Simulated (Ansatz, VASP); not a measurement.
## Al2Ru: VASP beside Ansatz

Contents of INCAR:

```
SYSTEM = Al2Ru
PREC = Accurate
ENCUT = 520
EDIFF = 1E-7
ISMEAR = 0
SIGMA = 0.03
LREAL = .False.
LASPH = .True.
NELM = 100
ALGO = Normal
ISIF = 2
LWAVE = .False.
LCHARG = .False.
GGA = CA
NBANDS = 29
```

File KPOINTS:

```
Automatic mesh
0
Gamma
  10 10 10
  0 0 0
```

The input POSCAR:

```
Al2Ru
1.0
    0.0000000000      3.9156324111      4.3047500485
    2.5255373516      0.0000000000      4.3047500485
    2.5255373516      3.9156324111      0.0000000000
Al Ru
4 2
Direct
    0.0788992938      0.4211007062      0.0788992938
    0.4211007062      0.0788992938      0.4211007062
    0.1711007062      0.8288992938      0.1711007062
    0.8288992938      0.1711007062      0.8288992938
    0.7500000000      0.7500000000      0.7500000000
    0.5000000000      0.5000000000      0.5000000000
```

Input for Ansatz:

```yaml
crystal:
  lattice:
    - [0.0, 3.9156324111, 4.3047500485]
    - [2.5255373516, 0.0, 4.3047500485]
    - [2.5255373516, 3.9156324111, 0.0]
  atoms:
    - { symbol: Al, position: [0.0788992938, 0.4211007062, 0.0788992938] }
    - { symbol: Al, position: [0.4211007062, 0.0788992938, 0.4211007062] }
    - { symbol: Al, position: [0.1711007062, 0.8288992938, 0.1711007062] }
    - { symbol: Al, position: [0.8288992938, 0.1711007062, 0.8288992938] }
    - { symbol: Ru, position: [0.75, 0.75, 0.75] }
    - { symbol: Ru, position: [0.5, 0.5, 0.5] }
basis:
  ecutwfc: 420
kpoints:
  mp_grid: { grid: [10, 10, 10] }
hamiltonian:
  xc: lda
  pseudopotentials: { kind: paw, azcp: { folder: soft_1 } }
scf:
  occupations: { method: gaussian, width: 0.03 }
output:
  forces: true
  stress: true
  eigenvalues: true
```

Change from the starting cell: volume 14.190 Å^3 an atom, stretch along a over the lengths across it, relative to the relaxed cell 1.0947.

Alike in both runs: task single point; functional LDA; k mesh 10 × 10 × 10; occupations gaussian, width 0.03 eV; no spin polarisation.

|  | VASP | Ansatz |
| --- | --- | --- |
| version | VASP 6.6.1 | Ansatz 0.2.0 |
| potentials or method | VASP PAW LDA potentials, release 64 (Al, Ru_pv), cutoff 520 eV | scalar-relativistic, plane waves, PAW |
| valence electrons in the cell | 40 | 44 |

VASP gave:

* gap on the k mesh at the Fermi level (eV): 0.38
* least direct gap on the mesh (eV): 1.09
* pressure (GPa): -8.5
* traceless stress, the component that is largest in VASP (GPa): -14.37
* rms of the force components (eV/Å): 0.219

Q: Which values does Ansatz return?

A: gap on the k mesh at the Fermi level (eV): 0.38; least direct gap on the mesh (eV): 1.09; pressure (GPa): -8.9; traceless stress, the component that is largest in VASP (GPa): -14.33; rms of the force components (eV/Å): 0.223.

Ansatz warns that its potentials were made for another functional, while VASP's fit it. LDA's correlation is that of Perdew and Zunger in VASP and of Perdew and Wang (1992) in Ansatz. Atom by atom the forces differ by 0.005 eV/Å (rms over components). VASP's potentials hold 40 valence electrons a cell and Ansatz's 44, so a difference there can come from the potentials and not from the codes.
